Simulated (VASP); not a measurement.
# KBr (Fm-3m) in VASP: a series of runs

The runs below take KBr through relaxation of cell and atoms, with RPBE, r2SCAN+D4.

Program: VASP 6.6.1. These are calculated values, not measurements. Logs are shortened: lines on timing, memory, paths and dates and some standing lists are left out, and cuts for length are marked.

## (1) The cell of the first run

The structure is cubic, space group Fm-3m (No. 225). Conventional cell: a = 6.600 Å, b = 6.600 Å, c = 6.600 Å, α = 90.00°, β = 90.00°, γ = 90.00°. Within 4.3 Å of K (site symmetry m-3m) lie 6 Br at 3.30 Å. Br (site symmetry m-3m) has 6 K at 3.30 Å within 4.3 Å.

## (2) Relaxation of cell and atoms, RPBE

INCAR reads:

```
  PREC = Accurate
  ENCUT = 500
  EDIFF = 1E-7
  ISMEAR = 0
  SIGMA = 0.01
  LREAL = False
  LASPH = True
  NELM = 120
  ALGO = Normal
  ISIF = 3
  LWAVE = False
  LCHARG = False
  GGA = RP
  IBRION = 2
  NSW = 80
  EDIFFG = -0.005
  GGA_COMPAT = False
  NELMIN = 4
```

KPOINTS reads:

```
regular mesh
0
Gamma
  6 6 6
```

POSCAR reads:

```
KBr
1.0
    0.0000000000      3.3000000000      3.3000000000
    3.3000000000      0.0000000000      3.3000000000
    3.3000000000      3.3000000000      0.0000000000
K Br
1 1
Direct
    0.0000000000      0.0000000000      0.0000000000
    0.5000000000      0.5000000000      0.5000000000
```

Potentials or basis: VASP PAW PBE potentials, release 64 (K_sv, Br).

Launch:

```bash
> cat potpaw_PBE.64/K_sv/POTCAR potpaw_PBE.64/Br/POTCAR > POTCAR
> mpirun -np 1 vasp_std > vasp.out
```

OUTCAR:

```text
PREC = Accurate
   ENCUT = 500
   EDIFF = 1E-7
   ISMEAR = 0
   LREAL = False
   LASPH = True
   NELM = 120
   ISIF = 3
   GGA = RP
   IBRION = 2
   NSW = 80
   EDIFFG = -0.005
   NELMIN = 4

 ion  position               nearest neighbor table
   1  0.000  0.000  0.000-   2 3.30   2 3.30   2 3.30   2 3.30   2 3.30   2 3.30
   2  0.500  0.500  0.500-   1 3.30   1 3.30   1 3.30   1 3.30   1 3.30   1 3.30

  LATTYP: Found a face centered cubic cell.
 ALAT       =     6.6000000000

  Lattice vectors:

 A1 = (   0.0000000000,   3.3000000000,   3.3000000000)
 A2 = (   3.3000000000,   0.0000000000,   3.3000000000)
 A3 = (   3.3000000000,   3.3000000000,   0.0000000000)

Analysis of symmetry for initial positions (statically):
=====================================================================
 Subroutine PRICEL returns:
 Original cell was already a primitive cell.

 Routine SETGRP: Setting up the symmetry group for a
 face centered cubic supercell.

 Subroutine GETGRP returns: Found 48 space group operations
 (whereof 48 operations were pure point group operations)
 out of a pool of 48 trial point group operations.

The static configuration has the point symmetry O_h .

Analysis of symmetry for dynamics (positions and initial velocities):
=====================================================================
 Subroutine PRICEL returns:
 Original cell was already a primitive cell.

 Routine SETGRP: Setting up the symmetry group for a
 face centered cubic supercell.

 Subroutine GETGRP returns: Found 48 space group operations
 (whereof 48 operations were pure point group operations)
 out of a pool of 48 trial point group operations.

The dynamic configuration has the point symmetry O_h .

 Subroutine INISYM returns: Found 48 space group operations
 (whereof 48 operations are pure point group operations),
 and found     1 'primitive' translations

----------------------------------------------------------------------------------------

                                     Primitive cell

  volume of cell :      71.8740

  direct lattice vectors                    reciprocal lattice vectors
     0.000000000  3.300000000  3.300000000    -0.151515152  0.151515152  0.151515152
     3.300000000  0.000000000  3.300000000     0.151515152 -0.151515152  0.151515152
     3.300000000  3.300000000  0.000000000     0.151515152  0.151515152 -0.151515152

  length of vectors
     4.666904756  4.666904756  4.666904756     0.262431941  0.262431941  0.262431941

  position of ions in fractional coordinates (direct lattice)
     0.000000000  0.000000000  0.000000000
     0.500000000  0.500000000  0.500000000

  ion indices of the primitive-cell ions
   primitive index   ion index
                 1           1
                 2           2

----------------------------------------------------------------------------------------

 KPOINTS: regular mesh

Automatic generation of k-mesh.
 Grid dimensions read from file:
 generate k-points for:    6    6    6

 Generating k-lattice:

  Cartesian coordinates                     Fractional coordinates (reciprocal lattice)
    -0.025252525  0.025252525  0.025252525     0.166666667  0.000000000  0.000000000
     0.025252525 -0.025252525  0.025252525     0.000000000  0.166666667  0.000000000
     0.025252525  0.025252525 -0.025252525     0.000000000  0.000000000  0.166666667

  Length of vectors
     0.043738657  0.043738657  0.043738657

  Shift w.r.t. Gamma in fractional coordinates (k-lattice)
     0.000000000  0.000000000  0.000000000

 Subroutine IBZKPT returns following result:
 ===========================================

 Found     16 irreducible k-points:

 Following reciprocal coordinates:
            Coordinates               Weight
  0.000000  0.000000  0.000000      1.000000
  0.166667  0.000000  0.000000      8.000000
  0.333333  0.000000  0.000000      8.000000
  0.500000  0.000000  0.000000      4.000000
  0.166667  0.166667  0.000000      6.000000
  0.333333  0.166667  0.000000     24.000000
[... 8 lines left out ...]
 -0.333333  0.333333  0.166667     24.000000
 -0.333333  0.500000  0.166667     12.000000
   k-points           NKPTS =     16   k-points in BZ     NKDIM =     16   number of bands    NBANDS=     12
   number of dos      NEDOS =    301   number of ions     NIONS =      2
   total plane-waves  NPLWV =  46656
   dimension x,y,z NGX =    36 NGY =   36 NGZ =   36
   dimension x,y,z NGXF=    72 NGYF=   72 NGZF=   72
   ions per type =               1   1
   NGX,Y,Z   is equivalent  to a cutoff of  12.82, 12.82, 12.82 a.u.
   NGXF,Y,Z  is equivalent  to a cutoff of  25.65, 25.65, 25.65 a.u.
 SYSTEM =  unknown system
   PREC   = accura    normal or accurate (medium, high low for compatibility)
   ISTART =      0    job   : 0-new  1-cont  2-samecut
   ICHARG =      2    charge: 1-file 2-atom 10-const
   ISPIN  =      1    spin polarized calculation?
   LNONCOLLINEAR =      F non collinear calculations
   LSORBIT =      F    spin-orbit coupling
   LASPH  =      T    aspherical Exc in radial PAW
   ENCUT  =  500.0 eV  36.75 Ry    6.06 a.u.   8.51  8.51  8.51*2*pi/ulx,y,z
   NELM   =    120;   NELMIN=  4; NELMDL= -5     # of ELM steps
   EDIFF  = 0.1E-06   stopping-criterion for ELM
   LREAL  =      F    real-space projection
   EDIFFG = -.5E-02   stopping-criterion for IOM
   NSW    =     80    number of steps for IOM
   IBRION =      2    ionic relax: 0-MD 1-quasi-New 2-CG
   NFREE  =      1    steps in history (QN), initial steepest desc. (CG)
   ISIF   =      3    stress and relaxation
   ISYM   =      2    0-nonsym 1-usesym 2-fastsym
   POTIM  = 0.5000    time-step for ionic-motion
   TEBEG  =    0.0;   TEEND  =   0.0 temperature during run
   PSTRESS=    0.0 pullay stress
   NELECT =      16.0000    total number of electrons
   NUPDOWN=      -1.0000    fix difference up-down
   EMIN   =  10.00;   EMAX   =-10.00  energy-range for DOS
   EFERMI =   0.00;   METHOD = LEGACY
   ISMEAR =     0;   SIGMA  =   0.01  broadening in eV -4-tet -1-fermi 0-gaus
   EFERMI_NEDOS =   21; number of points for ismear=-14 and -15
   IALGO  =     38    algorithm
   IMIX   =      4    mixing-type and parameters
     AMIX     =   0.40;   BMIX     =  1.00
     AMIX_MAG =   1.60;   BMIX_MAG =  1.00
  volume/ion in A,a.u.               =      35.94       242.51
  Fermi-wavevector in a.u.,A,eV,Ry     =   0.992181  1.874950 13.393889  0.984423
  Thomas-Fermi vector in A             =   2.123975
   LORBIT       =      0    0 simple, 1 ext, 2 COOP (PROOUT), +10 PAW based schemes
   GGA     = RP    functional components
   LHFCALC =     F    Hartree Fock is set to
   AEXX    =    0.0000 exact exchange contribution
   IVDW    =     0    specifies the selected vdW correction
   LEPSILON=     F    determine dielectric tensor
   LRPA    =     F    only Hartree local field effects (RPA)
 conjugate gradient relaxation of ions
 non-spin polarized calculation
 Gauss-broadening in eV      SIGMA  =   0.01
  energy-cutoff  :      500.00
  volume of cell :       71.87
 maximum number of plane-waves:      1853
 NGX is ok and might be reduce to    36
   NGX = 17   NGY = 17   NGZ = 17

--------------------------------------- Ionic step        1  -------------------------------------------

 number of electron      15.9999997 magnetization

 Free energy of the ion-electron system (eV)
  ---------------------------------------------------
  ext. energy  EPLUGINS =         0.00000000
  ---------------------------------------------------
  free energy    TOTEN  =        -5.85930792 eV

  energy without entropy =       -5.85930792  energy(sigma->0) =       -5.85930792

------------------------ aborting loop because EDIFF is reached ----------------------------------------

  FORCE on cell =-STRESS in cart. coord.  units (eV):
  Direction    XX          YY          ZZ          XY          YZ          ZX
  --------------------------------------------------------------------------------------
  -------------------------------------------------------------------------------------
  Total        0.9637547      0.9637547      0.9637547      0.0000000     -0.0000000      0.0000000
  in kB       21.4835129     21.4835129     21.4835129      0.0000000     -0.0000000      0.0000000
  external PRESSURE =      21.4835129 kB  Pullay stress =       0.0000000 kB

 VOLUME and BASIS-vectors are now :
 -----------------------------------------------------------------------------
  energy-cutoff  :      500.00
  volume of cell :       71.87
      direct lattice vectors                 reciprocal lattice vectors
     0.000000000  3.300000000  3.300000000    -0.151515152  0.151515152  0.151515152
     3.300000000  0.000000000  3.300000000     0.151515152 -0.151515152  0.151515152
     3.300000000  3.300000000  0.000000000     0.151515152  0.151515152 -0.151515152
[... 109 lines left out ...]
 POSITION                                       TOTAL-FORCE (eV/Angst)
 -----------------------------------------------------------------------------------
      0.00000      0.00000      0.00000         0.000000     -0.000000      0.000000
      3.47009      3.47009      3.47009        -0.000000      0.000000     -0.000000
 -----------------------------------------------------------------------------------
    total drift:                                0.000000      0.000000      0.000000

  FREE ENERGIE OF THE ION-ELECTRON SYSTEM (eV)
  ---------------------------------------------------
  free  energy   TOTEN  =        -5.9246879417 eV

  energy  without entropy=       -5.9246879417  energy(sigma->0) =       -5.92468794

--------------------------------------- Ionic step        5  -------------------------------------------

 number of electron      15.9999996 magnetization

 Free energy of the ion-electron system (eV)
  ---------------------------------------------------
  ext. energy  EPLUGINS =         0.00000000
  ---------------------------------------------------
  free energy    TOTEN  =        -5.92479153 eV

  energy without entropy =       -5.92479153  energy(sigma->0) =       -5.92479153

 E-fermi :  -2.0543     XC(G=0):  -6.4705

 val. band max:       -2.1178806680   @ k =   0.0000   0.0000   0.0000
 cond. band min:       2.2732363350   @ k =   0.0000   0.0000   0.0000
 fundamental gap:      4.3911170030
 Fermi energy:        -2.0542836024

 k-point     1 :       0.0000    0.0000    0.0000
  band No.  band energies     occupation
      1     -30.3606      2.00000
      2     -14.2129      2.00000
      3     -13.7816      2.00000
      4     -13.7816      2.00000
      5     -13.7816      2.00000
      6      -2.1179      2.00000
      7      -2.1179      2.00000
      8      -2.1179      2.00000
      9       2.2732      0.00000
     10       5.5925      0.00000
     11       5.5925      0.00000
     12       5.5925      0.00000

 k-point     2 :       0.1667    0.0000    0.0000
  band No.  band energies     occupation
      1     -30.3600      2.00000
      2     -14.2756      2.00000
      3     -13.7825      2.00000
      4     -13.7825      2.00000
      5     -13.7082      2.00000
      6      -2.3807      2.00000
      7      -2.1763      2.00000
      8      -2.1763      2.00000
      9       2.8274      0.00000
     10       5.4552      0.00000
     11       5.8690      0.00000
     12       5.8690      0.00000
[... 230 lines left out ...]
 POSITION                                       TOTAL-FORCE (eV/Angst)
 -----------------------------------------------------------------------------------
      0.00000      0.00000      0.00000         0.000000     -0.000000      0.000000
      3.46291      3.46291      3.46291        -0.000000      0.000000     -0.000000
 -----------------------------------------------------------------------------------
    total drift:                                0.000000      0.000000      0.000000

  FREE ENERGIE OF THE ION-ELECTRON SYSTEM (eV)
  ---------------------------------------------------
  free  energy   TOTEN  =        -5.9247915270 eV

  energy  without entropy=       -5.9247915270  energy(sigma->0) =       -5.92479153

 reached required accuracy - stopping structural energy minimisation
```

It took 89 s on 1 thread of Intel Xeon Platinum 8259CL at 2.50GHz (Skylake/Cascade Lake), shared host; peak memory 0.21 GiB.

Results:

```yaml
Free_energy: -5.9248 eV
Relaxed_volume: 41.53 Å³/atom
Relaxed_cell: a = 4.897 Å, b = 4.897 Å, c = 4.897 Å, α = 60.00°, β = 60.00°, γ = 60.00°
Space_group_after_relaxing_to_0.1_Å: Fm-3m (No. 225)
Energy_gained_by_relaxing: 32.7 meV/atom
Ionic_steps: 5
Pressure_after_relaxing: 0.0 GPa
Band_gap_on_the_k_mesh: 4.39 eV
```

Step by step:
| step | energy change (eV) | largest force (eV/Å) | pressure (GPa) | volume (Å³) |
| --- | --- | --- | --- | --- |
| 1 | 0.0000 | 0.0000 | 2.15 | 71.87 |
| 2 | -0.0486 | 0.0000 | 0.96 | 77.00 |
| 3 | -0.0568 | 0.0000 | -0.54 | 87.97 |
| 4 | -0.0654 | 0.0000 | -0.06 | 83.57 |
| 5 | -0.0655 | 0.0000 | 0.01 | 83.05 |

Final structure:
```xyz
2
Lattice="0.0000 3.4629 3.4629 3.4629 0.0000 3.4629 3.4629 3.4629 0.0000" Properties=species:S:1:pos:R:3 pbc="T T T"
K     0.0000    0.0000    0.0000
Br    3.4629    3.4629    3.4629
```

Levels at points of the mesh, in eV from the valence-band top:
```
           k point  band 6  band 7  band 8  band 9  band 10  band 11
(0.00, 0.00, 0.00)    0.00    0.00    0.00    4.39     7.71     7.71
(0.50, 0.00, 0.00)   -0.87   -0.22   -0.22    6.56     7.91     9.49
(0.50, 0.50, 0.00)   -0.63   -0.23   -0.23    6.22     6.93     9.05
```

Caveat: the volume moved by over 15 % at a fixed basis, so the end points are rough; the PAW data sets were made with another functional, which shifts forces and pressure a little.

[end of part 1 of 2]
